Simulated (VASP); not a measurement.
Here is a VASP 6.6.1 calculation.

The input INCAR:

```
PREC = Accurate
ENCUT = 520
EDIFF = 1E-6
ISMEAR = 0
SIGMA = 0.15
LREAL = False
LASPH = True
NELM = 100
ALGO = Normal
ISIF = 2
LWAVE = False
LCHARG = False
GGA = PE
NBANDS = 15
```

The input KPOINTS:

```
regular mesh
0
Gamma
  18 18 18
```

Contents of POSCAR:

```
TaN
1.0
    0.0000000000      2.1565528357      2.3112310993
    2.1565528357      0.0000000000      2.3112310993
    2.1565528357      2.1565528357      0.0000000000
Ta N
1 1
Direct
    0.5000000000      0.5000000000      0.5000000000
    0.0000000000      0.0000000000      0.0000000000
```

Potentials or basis: VASP PAW PBE potentials, release 64 (Ta_pv, N).

Run with:

```console
$ cat potpaw_PBE.64/Ta_pv/POTCAR potpaw_PBE.64/N/POTCAR > POTCAR
$ mpirun -np 1 vasp_std > vasp.out
```

(1) What does it give for the pressure?

(2) Predict the band gap on the k mesh.

## Answers

(1) 5.5 GPa.

(2) zero (bands 8 and 9 overlap by 3.67 eV).

Caveat: the stress differs along the axes, from -14 to 15 GPa; spin-orbit coupling is left out, which moves the levels of the heavy elements.
